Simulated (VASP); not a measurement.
# TaO (P6/mmm) in VASP: further runs

TaO is run at these levels: B3LYP, HSE06, PBE-based screened hybrid with 25 % exact exchange, PBEsol-based screened hybrid with 25 % exact exchange; tasks: single point.

Program: VASP 6.6.1. These are calculated values, not measurements. Logs are shortened: lines on timing, memory, paths and dates and some standing lists are left out, and cuts for length are marked.

## (1) The cell of the first run

The structure is hexagonal, space group P6/mmm (No. 191). Conventional cell: a = 3.066 Å, b = 3.066 Å, c = 3.855 Å, α = 90.00°, β = 90.00°, γ = 120.00°. Within 2.6 Å of Ta (site symmetry 6/mmm) lie 2 O at 1.93 Å. O (site symmetry 6/mmm) has 2 Ta at 1.93 Å within 2.6 Å.

## (2) Single point, B3LYP

POSCAR

```
TaO
1.0
    3.0661100000      0.0000000000      0.0000000000
   -1.5330600000      2.6553300000      0.0000000000
    0.0000000000      0.0000000000      3.8550200000
Ta O
1 1
Direct
    0.0000000000      0.0000000000      0.5000000000
    0.0000000000      0.0000000000      0.0000000000
```

INCAR.step1

```
  ALGO = Normal
  EDIFF = 1E-5
  ENCUT = 520
  GGA = PE
  ISIF = 2
  ISMEAR = -1
  LASPH = True
  LCHARG = False
  LREAL = False
  LWAVE = True
  NBANDS = 16
  NELM = 80
  PREC = Accurate
  SIGMA = 0.05
```

INCAR.step2

```
  AEXX = 0.2
  AGGAC = 0.81
  AGGAX = 0.72
  ALDAC = 0.19
  ALGO = Normal
  EDIFF = 1E-6
  ENCUT = 520
  GGA = B3
  ISIF = 2
  ISMEAR = -1
  ISTART = 1
  LASPH = True
  LCHARG = False
  LHFCALC = True
  LREAL = False
  LWAVE = False
  NBANDS = 16
  NELM = 80
  PREC = Accurate
  PRECFOCK = Normal
  SIGMA = 0.05
```

KPOINTS

```
k-points
0
Gamma
  5 5 4
```

Potentials or basis: VASP PAW PBE potentials, release 64 (Ta_pv, O).

The run is started by

```sh
$ cat potpaw_PBE.64/Ta_pv/POTCAR potpaw_PBE.64/O/POTCAR > POTCAR
$ cp INCAR.step1 INCAR
$ mpirun -np 1 vasp_std > vasp.out
$ cp INCAR.step2 INCAR
$ mpirun -np 1 vasp_std > vasp.out
```

OUTCAR:

```text
AEXX = 0.2
   EDIFF = 1E-6
   ENCUT = 520
   GGA = B3
   ISIF = 2
   ISMEAR = -1
   ISTART = 1
   LASPH = True
   LHFCALC = True
   LREAL = False
   NELM = 80
   PREC = Accurate
   PRECFOCK = Normal

 ion  position               nearest neighbor table
   1  0.000  0.000  0.500-   2 1.93   2 1.93
   2  0.000  0.000  0.000-   1 1.93   1 1.93

  LATTYP: Found a hexagonal cell.
 ALAT       =     3.0661100000
 C/A-ratio  =     1.2572999664

  Lattice vectors:

 A1 = (   3.0661100000,   0.0000000000,   0.0000000000)
 A2 = (  -1.5330600000,   2.6553300000,   0.0000000000)
 A3 = (   0.0000000000,   0.0000000000,   3.8550200000)

Analysis of symmetry for initial positions (statically):
=====================================================================
 Subroutine PRICEL returns:
 Original cell was already a primitive cell.

 Routine SETGRP: Setting up the symmetry group for a
 hexagonal supercell.

 Subroutine GETGRP returns: Found 24 space group operations
 (whereof 24 operations were pure point group operations)
 out of a pool of 24 trial point group operations.

The static configuration has the point symmetry D_6h.

Analysis of symmetry for dynamics (positions and initial velocities):
=====================================================================
 Subroutine PRICEL returns:
 Original cell was already a primitive cell.

 Routine SETGRP: Setting up the symmetry group for a
 hexagonal supercell.

 Subroutine GETGRP returns: Found 24 space group operations
 (whereof 24 operations were pure point group operations)
 out of a pool of 24 trial point group operations.

The dynamic configuration has the point symmetry D_6h.

 Subroutine INISYM returns: Found 24 space group operations
 (whereof 24 operations are pure point group operations),
 and found     1 'primitive' translations

----------------------------------------------------------------------------------------

                                     Primitive cell

  volume of cell :      31.3858

  direct lattice vectors                    reciprocal lattice vectors
     3.066110000  0.000000000  0.000000000     0.326146159  0.188301127  0.000000000
    -1.533060000  2.655330000  0.000000000     0.000000000  0.376601025  0.000000000
     0.000000000  0.000000000  3.855020000     0.000000000  0.000000000  0.259402026

  length of vectors
     3.066110000  3.066113235  3.855020000     0.376601423  0.376601025  0.259402026

  position of ions in fractional coordinates (direct lattice)
     0.000000000  0.000000000  0.500000000
     0.000000000  0.000000000  0.000000000

  ion indices of the primitive-cell ions
   primitive index   ion index
                 1           1
                 2           2

----------------------------------------------------------------------------------------

 KPOINTS: k-points

Automatic generation of k-mesh.
 Grid dimensions read from file:
 generate k-points for:    5    5    4

 Generating k-lattice:

  Cartesian coordinates                     Fractional coordinates (reciprocal lattice)
     0.065229232  0.037660225  0.000000000     0.200000000  0.000000000  0.000000000
     0.000000000  0.075320205  0.000000000     0.000000000  0.200000000  0.000000000
     0.000000000  0.000000000  0.064850507     0.000000000  0.000000000  0.250000000

  Length of vectors
     0.075320285  0.075320205  0.064850507

  Shift w.r.t. Gamma in fractional coordinates (k-lattice)
     0.000000000  0.000000000  0.000000000

 Subroutine IBZKPT returns following result:
 ===========================================

 Found     15 irreducible k-points:

 Following reciprocal coordinates:
            Coordinates               Weight
  0.000000  0.000000  0.000000      1.000000
  0.200000 -0.000000  0.000000      6.000000
  0.400000 -0.000000  0.000000      6.000000
  0.200000  0.200000  0.000000      6.000000
  0.400000  0.200000  0.000000      6.000000
  0.000000  0.000000  0.250000      2.000000
  0.200000 -0.000000  0.250000     12.000000
  0.400000 -0.000000  0.250000     12.000000
  0.200000  0.200000  0.250000     12.000000
  0.400000  0.200000  0.250000     12.000000
  0.000000  0.000000  0.500000      1.000000
  0.200000 -0.000000  0.500000      6.000000
  0.400000 -0.000000  0.500000      6.000000
  0.200000  0.200000  0.500000      6.000000
  0.400000  0.200000  0.500000      6.000000
   k-points           NKPTS =     15   k-points in BZ     NKDIM =    100   number of bands    NBANDS=     16
   number of dos      NEDOS =    301   number of ions     NIONS =      2
   total plane-waves  NPLWV =  17280
   dimension x,y,z NGX =    24 NGY =   24 NGZ =   30
   dimension x,y,z NGXF=    48 NGYF=   48 NGZF=   60
   ions per type =               1   1
   NGX,Y,Z   is equivalent  to a cutoff of  13.01, 13.01, 12.94 a.u.
   NGXF,Y,Z  is equivalent  to a cutoff of  26.03, 26.03, 25.87 a.u.
 SYSTEM =  unknown system
   PREC   = accura    normal or accurate (medium, high low for compatibility)
[... 39 lines left out ...]
   NKREDZ  =     1    reduce k-point grid by
   AEXX    =    0.2000 exact exchange contribution
   HFSCREEN=    0.0000 screening length (either q_TF or 0.3 A-1)
   HFSCREENC=   0.0000 screening length for correlation (either q_TF or 0.3 A-1)
   ENCUTFOCK=  -1.0 apply spherical cutoff to Coloumb kernel
   IVDW    =     0    specifies the selected vdW correction
   LEPSILON=     F    determine dielectric tensor
   LRPA    =     F    only Hartree local field effects (RPA)
 non-spin polarized calculation
  energy-cutoff  :      520.00
  volume of cell :       31.39
 maximum number of plane-waves:       858
 NGX is ok and might be reduce to    24
  NGX = 18; NGY = 18; NGZ = 24

 number of electron      17.0000008 magnetization

 Free energy of the ion-electron system (eV)
  ---------------------------------------------------
  ext. energy  EPLUGINS =         0.00000000
  ---------------------------------------------------
  free energy    TOTEN  =       -22.95318383 eV

  energy without entropy =      -22.94930886  energy(sigma->0) =      -22.95124634

 E-fermi :   3.9662     XC(G=0):  -8.7872

 val. band max:        3.2914906483   @ k =   0.2000  -0.0000   0.5000
 cond. band min:       4.0011747038   @ k =   0.4000  -0.0000   0.0000
 fundamental gap:      0.7096840554
 Fermi energy:         3.9662172650

 k-point     1 :       0.0000    0.0000    0.0000
  band No.  band energies     occupation
      1     -33.5830      2.00000
      2     -32.7923      2.00000
      3     -32.7923      2.00000
      4     -17.9635      2.00000
      5      -2.3852      2.00000
      6      -0.9018      2.00000
[... 8 lines left out ...]
     15      16.2779      0.00000
     16      17.5519      0.00000

 k-point     2 :       0.2000   -0.0000    0.0000
  band No.  band energies     occupation
      1     -33.5553      2.00000
      2     -33.0291      2.00000
      3     -32.8436      2.00000
      4     -17.8075      2.00000
      5      -1.7001      2.00000
      6      -0.7857      2.00000
[... 8 lines left out ...]
     15      17.2046      0.00000
     16      18.4590      0.00000

 k-point     3 :       0.4000   -0.0000    0.0000
  band No.  band energies     occupation
      1     -33.5101      2.00000
      2     -33.4006      2.00000
      3     -32.9283      2.00000
      4     -17.5463      2.00000
      5      -2.0509      2.00000
      6      -0.5337      2.00000
[... 8 lines left out ...]
     15      17.9195      0.00000
     16      18.4251      0.00000

 k-point     4 :       0.2000    0.2000    0.0000
  band No.  band energies     occupation
      1     -33.5187      2.00000
      2     -33.2681      2.00000
      3     -32.9778      2.00000
      4     -17.5974      2.00000
      5      -1.7871      2.00000
      6      -0.5953      2.00000
[... 8 lines left out ...]
     15      18.4466      0.00000
     16      18.4591      0.00000
[... 153 lines left out ...]
 k-point    13 :       0.4000   -0.0000    0.5000
  band No.  band energies     occupation
      1     -33.6903      2.00000
      2     -33.3885      2.00000
      3     -32.9173      2.00000
      4     -15.8591      2.00000
      5      -5.0343      2.00000
      6      -3.3806      2.00000
[... 8 lines left out ...]
     15      18.4010      0.00000
     16      18.4350      0.00000

 k-point    14 :       0.2000    0.2000    0.5000
  band No.  band energies     occupation
      1     -33.7004      2.00000
      2     -33.2565      2.00000
      3     -32.9673      2.00000
      4     -15.9076      2.00000
      5      -5.0746      2.00000
      6      -2.8702      2.00000
[... 8 lines left out ...]
     15      17.1245      0.00000
     16      18.4375      0.00000

 k-point    15 :       0.4000    0.2000    0.5000
  band No.  band energies     occupation
      1     -33.6742      2.00000
      2     -33.3701      2.00000
      3     -33.0818      2.00000
      4     -15.7827      2.00000
      5      -4.9667      2.00000
      6      -3.2788      2.00000
[... 8 lines left out ...]
     15      17.0082      0.00000
     16      18.3605      0.00000

------------------------ aborting loop because EDIFF is reached ----------------------------------------

  FORCE on cell =-STRESS in cart. coord.  units (eV):
  Direction    XX          YY          ZZ          XY          YZ          ZX
  --------------------------------------------------------------------------------------
  -------------------------------------------------------------------------------------
  Total        0.3221567      0.3221569     -0.3704528     -0.0000006     -0.0000000      0.0000000
  in kB       16.4454169     16.4454274    -18.9108324     -0.0000310     -0.0000000      0.0000000
  external PRESSURE =       4.6600040 kB  Pullay stress =       0.0000000 kB

 VOLUME and BASIS-vectors are now :
 -----------------------------------------------------------------------------
  energy-cutoff  :      520.00
  volume of cell :       31.39
      direct lattice vectors                 reciprocal lattice vectors
     3.066110000  0.000000000  0.000000000     0.326146159  0.188301127  0.000000000
    -1.533060000  2.655330000  0.000000000     0.000000000  0.376601025  0.000000000
     0.000000000  0.000000000  3.855020000     0.000000000  0.000000000  0.259402026

 POSITION                                       TOTAL-FORCE (eV/Angst)
 -----------------------------------------------------------------------------------
      0.00000      0.00000      1.92751         0.000000      0.000000      0.000000
      0.00000      0.00000      0.00000        -0.000000      0.000000      0.000000
 -----------------------------------------------------------------------------------
    total drift:                               -0.000000     -0.000000      0.000000

  FREE ENERGIE OF THE ION-ELECTRON SYSTEM (eV)
  ---------------------------------------------------
  free  energy   TOTEN  =       -22.9531838300 eV

  energy  without entropy=      -22.9493088553  energy(sigma->0) =      -22.95124634
```

Wall time 7.8 min (1 thread of Intel Xeon Platinum 8559C (Emerald Rapids), shared host); peak memory 0.15 GiB.

Results:

```
Free energy            : -22.9532 eV
Pressure               : 0.5 GPa
Band gap on the k mesh : zero (an odd number of electrons rules out a gap without spin polarisation)
```

Stress tensor (GPa, compression positive):
```
 1.64  0.00  0.00
 0.00  1.64  0.00
 0.00  0.00 -1.89
```

Levels at points of the mesh, in eV from the Fermi level:
```csv
k point,band 5,band 6,band 7,band 8,band 9,band 10,band 11,band 12
"(0.00, 0.00, 0.00)",-6.35,-4.87,-3.54,-3.54,0.74,0.74,3.81,3.81
"(0.00, 0.00, 0.50)",-9.40,-6.02,-4.66,-4.66,0.84,0.84,4.93,6.38
```

Caveat: the k points lie up to 0.47 Å⁻¹ apart, too coarse for converged energies and pressures of a metal; the PAW data sets were made with another functional, which shifts forces and pressure a little; spin-orbit coupling is left out, which moves the levels of the heavy elements; an odd number of electrons without spin polarisation forces a metal; a magnetic or distorted state may lie lower.

## (3) Single point, HSE06

POSCAR is that of step 2.

INCAR.step1

```
PREC     = Accurate       # precision mode
ENCUT    = 520            # plane-wave cutoff, eV
EDIFF    = 1E-5           # SCF threshold, eV
ISMEAR   = -1             # smearing method
SIGMA    = 0.05           # smearing width, eV
LREAL    = F              # projectors in reciprocal space
LASPH    = T              # aspherical terms in the spheres
NELM     = 60             # most SCF steps
ALGO     = Normal         # electronic algorithm
ISIF     = 2              # what is computed and relaxed
LWAVE    = T              # write WAVECAR
LCHARG   = F              # write CHGCAR
GGA      = PE             # functional
NBANDS   = 16             # bands
```

INCAR.step2

```
PREC     = Accurate       # precision mode
ENCUT    = 520            # plane-wave cutoff, eV
EDIFF    = 1E-6           # SCF threshold, eV
ISMEAR   = -1             # smearing method
SIGMA    = 0.05           # smearing width, eV
LREAL    = F              # projectors in reciprocal space
LASPH    = T              # aspherical terms in the spheres
NELM     = 60             # most SCF steps
ALGO     = Normal         # electronic algorithm
ISIF     = 2              # what is computed and relaxed
LWAVE    = F              # write WAVECAR
LCHARG   = F              # write CHGCAR
GGA      = PE             # functional
LHFCALC  = T              # exact exchange
HFSCREEN = 0.2079         # screening, 1/A
PRECFOCK = Normal       
ISTART   = 1            
NBANDS   = 16             # bands
```

KPOINTS

```
Automatic mesh
0
Gamma
  5 5 4
```

Potentials or basis: VASP PAW PBE potentials, release 64 (Ta_pv, O).

The run is started by

```sh
$ cat potpaw_PBE.64/Ta_pv/POTCAR potpaw_PBE.64/O/POTCAR > POTCAR
$ cp INCAR.step1 INCAR
$ mpirun -np 1 vasp_std > vasp.out
$ cp INCAR.step2 INCAR
$ mpirun -np 1 vasp_std > vasp.out
```

It took 9.3 min on 1 thread of Intel Xeon Platinum 8559C (Emerald Rapids), shared host; peak memory 0.26 GiB.

The run converged. Its results:

| Item | Value |
| --- | --- |
| Free energy | -23.3514 eV |
| Pressure | -5.3 GPa |
| Band gap on the k mesh | zero (an odd number of electrons rules out a gap without spin polarisation) |

Stress tensor (GPa, compression positive):
```
 -2.29   0.00   0.00
  0.00  -2.29   0.00
  0.00   0.00 -11.38
```

Levels at points of the mesh, in eV from the Fermi level:
```csv
k point,band 6,band 7,band 8,band 9,band 10,band 11
"(0.00, 0.00, 0.00)",-4.69,-3.26,-3.26,0.64,0.64,3.80
"(0.00, 0.00, 0.50)",-5.83,-4.39,-4.39,0.75,0.75,4.52
```

Caveat: the k points lie up to 0.47 Å⁻¹ apart, too coarse for converged energies and pressures of a metal; the PAW data sets were made with another functional, which shifts forces and pressure a little; spin-orbit coupling is left out, which moves the levels of the heavy elements; an odd number of electrons without spin polarisation forces a metal; a magnetic or distorted state may lie lower.

## (4) Single point, PBE-based screened hybrid with 25 % exact exchange

POSCAR is that of step 3.

INCAR.step1

```
SYSTEM = TaO
ALGO = Normal
EDIFF = 1E-5
ENCUT = 520
GGA = PE
ISIF = 2
ISMEAR = -1
LASPH = .True.
LCHARG = .False.
LREAL = .False.
LWAVE = .True.
NBANDS = 16
NELM = 80
PREC = Accurate
SIGMA = 0.05
```

INCAR.step2

```
SYSTEM = TaO
AEXX = 0.25
ALGO = Normal
EDIFF = 1E-6
ENCUT = 520
GGA = PE
HFSCREEN = 0.3
ISIF = 2
ISMEAR = -1
ISTART = 1
LASPH = .True.
LCHARG = .False.
LHFCALC = .True.
LREAL = .False.
LWAVE = .False.
NBANDS = 16
NELM = 80
PREC = Accurate
PRECFOCK = Normal
SIGMA = 0.05
```

KPOINTS

```
k-points
0
Gamma
  5 5 4
  0 0 0
```

The run is started by

```sh
$ cat potpaw_PBE.64/Ta_pv/POTCAR potpaw_PBE.64/O/POTCAR > POTCAR
$ cp INCAR.step1 INCAR
$ mpirun -np 1 vasp_std > vasp.out
$ cp INCAR.step2 INCAR
$ mpirun -np 1 vasp_std > vasp.out
```

Wall time 7.9 min (1 thread of Intel Xeon Platinum 8559C (Emerald Rapids), shared host); peak memory 0.26 GiB.

Results (log left out):

- Free energy: -22.7545 eV
- Pressure: -5.0 GPa
- Band gap on the k mesh: zero (an odd number of electrons rules out a gap without spin polarisation)

Stress tensor (GPa, compression positive):
```
 -2.02   0.00   0.00
  0.00  -2.02   0.00
  0.00   0.00 -10.90
```

Levels at points of the mesh, in eV from the Fermi level:
| k point | band 6 | band 7 | band 8 | band 9 | band 10 | band 11 |
| --- | --- | --- | --- | --- | --- | --- |
| (0.00, 0.00, 0.00) | -4.45 | -3.03 | -3.03 | 0.68 | 0.68 | 3.75 |
| (0.00, 0.00, 0.50) | -5.56 | -4.15 | -4.15 | 0.79 | 0.79 | 4.51 |

Caveat: the k points lie up to 0.47 Å⁻¹ apart, too coarse for converged energies and pressures of a metal; the PAW data sets were made with another functional, which shifts forces and pressure a little; spin-orbit coupling is left out, which moves the levels of the heavy elements; an odd number of electrons without spin polarisation forces a metal; a magnetic or distorted state may lie lower.

## (5) Single point, PBEsol-based screened hybrid with 25 % exact exchange

POSCAR is that of step 4.

INCAR.step1

```
  PREC = Accurate
  ENCUT = 520
  EDIFF = 1E-5
  ISMEAR = -1
  SIGMA = 0.05
  LREAL = False
  LASPH = True
  NELM = 100
  ALGO = Normal
  ISIF = 2
  LWAVE = True
  GGA = PE
  NBANDS = 16
```

INCAR.step2

```
  PREC = Accurate
  ENCUT = 520
  EDIFF = 1E-6
  ISMEAR = -1
  SIGMA = 0.05
  LREAL = False
  LASPH = True
  NELM = 100
  ALGO = Normal
  ISIF = 2
  LWAVE = False
  LCHARG = True
  GGA = PS
  LHFCALC = True
  AEXX = 0.25
  HFSCREEN = 0.207
  PRECFOCK = Normal
  LELF = True
  LVHAR = True
  ISTART = 1
  NBANDS = 16
```

KPOINTS

```
Automatic mesh
0
Gamma
  5 5 4
```

The run is started by

```sh
$ cat potpaw_PBE.64/Ta_pv/POTCAR potpaw_PBE.64/O/POTCAR > POTCAR
$ cp INCAR.step1 INCAR
$ mpirun -np 1 vasp_std > vasp.out
$ cp INCAR.step2 INCAR
$ mpirun -np 1 vasp_std > vasp.out
```

Wall time 23 min (1 thread of Intel Xeon 8259CL, shared host); peak memory 0.27 GiB.

The run converged. Its results:

| Quantity | Value |
| --- | --- |
| Free energy | -24.0174 eV |
| Pressure | -9.0 GPa |
| Band gap on the k mesh | zero (an odd number of electrons rules out a gap without spin polarisation) |

Stress tensor (GPa, compression positive):
```
 -5.04   0.00   0.00
  0.00  -5.04   0.00
  0.00   0.00 -16.95
```

Levels at points of the mesh, in eV from the Fermi level:
```csv
k point,band 6,band 7,band 8,band 9,band 10,band 11
"(0.00, 0.00, 0.00)",-4.64,-3.19,-3.19,0.70,0.70,3.80
"(0.00, 0.00, 0.50)",-5.76,-4.34,-4.34,0.81,0.81,4.50
```

Caveat: the k points lie up to 0.47 Å⁻¹ apart, too coarse for converged energies and pressures of a metal; the PAW data sets were made with another functional, which shifts forces and pressure a little; spin-orbit coupling is left out, which moves the levels of the heavy elements; an odd number of electrons without spin polarisation forces a metal; a magnetic or distorted state may lie lower.

## (6) The runs side by side

| level | share of exact exchange | screening parameter | gap on the mesh (eV) | pressure (GPa) |
| --- | --- | --- | --- | --- |
| B3LYP | 0.2 | - | none | 0.5 |
| HSE06 | 0.25 | 0.2079 1/Å | none | -5.3 |
| PBE-based screened hybrid with 25 % exact exchange | 0.25 | 0.3 1/Å | none | -5.0 |
| PBEsol-based screened hybrid with 25 % exact exchange | 0.25 | 0.207 1/Å | none | -9.0 |

Alike in all rows: task single point; potentials or basis VASP PAW PBE potentials, release 64 (Ta_pv, O); no spin polarisation; cell as given; k mesh 5 × 5 × 4; cutoff (eV) 520; smearing fermi-dirac 0.05 eV.

Caveats: all runs use coarse meshes; the PAW data sets were made with another functional, which shifts forces and pressure a little; spin-orbit coupling is left out, which moves the levels of the heavy elements; an odd number of electrons without spin polarisation forces a metal; a magnetic or distorted state may lie lower.

Absolute energies hang on the potentials; compare differences alone.
